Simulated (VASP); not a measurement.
Wanted: the native input for a VASP 6.6.1 run.

```
Task                   : relaxation of cell and atoms
Functional             : revPBE
Dispersion             : D3(BJ)
Potentials or basis    : VASP PAW PBE potentials, release 64 (Cl, Li_sv)
Cutoff                 : 600 eV
k mesh                 : 9 × 9 × 9
Occupations            : fermi-dirac, width 0.05 eV
Spin                   : no spin polarisation
Dipole correction      : no
Further INCAR settings : ALGO = Normal; EDIFF = 1e-07; IBRION = 2; EDIFFG = -0.01; NSW = 60; ISIF = 3
```

The structure of LiCl lies in POSCAR:

```
LiCl
1.0
    0.0000000000      2.5647700000      2.5647700000
    2.5647700000      0.0000000000      2.5647700000
    2.5647700000      2.5647700000      0.0000000000
Cl Li
1 1
Direct
    0.5000000000      0.5000000000      0.5000000000
    0.0000000000      0.0000000000      0.0000000000
```

These files were run (other wordings do the same):

INCAR

```
SYSTEM = LiCl
PREC = Accurate ; ENCUT = 600
EDIFF = 1E-7 ; ISMEAR = -1
SIGMA = 0.05 ; LREAL = .FALSE.
LASPH = .TRUE. ; NELM = 100
ALGO = Normal ; ISIF = 3
LWAVE = .FALSE. ; LCHARG = .FALSE.
GGA = RE ; IVDW = 12
IBRION = 2 ; NSW = 60
EDIFFG = -0.01
```

KPOINTS

```
Automatic mesh
0
G
  9 9 9
  0 0 0
```

Potentials or basis: VASP PAW PBE potentials, release 64 (Cl, Li_sv).

Launch:

```console
$ cat potpaw_PBE.64/Cl/POTCAR potpaw_PBE.64/Li_sv/POTCAR > POTCAR
$ mpirun -np 1 vasp_std > vasp.out
```

Results of the run:

The relaxed volume is 15.60 Å³/atom, the relaxed cell is a = 3.534 Å, b = 3.534 Å, c = 3.534 Å, α = 60.00°, β = 60.00°, γ = 60.00° and the space group after relaxing (to 0.1 Å) is Fm-3m (No. 225). The energy gained by relaxing is 10.7 meV/atom. The ionic steps are 4, the pressure after relaxing is 0.0 GPa and the band gap on the k mesh is 7.01 eV. The dispersion energy per atom is -0.485 eV.

Caveat: the cutoff is under 1.25 times the usual one of these potentials, so pressure, stress and relaxed cells hold a basis-set (Pulay) error; the PAW data sets were made with another functional, which shifts forces and pressure a little; an odd mesh through Γ misses points on the zone boundary, where band edges can lie.

It took 68 s on 1 thread of Intel Xeon 8259CL, with other jobs on the host, peak memory 0.18 GiB.
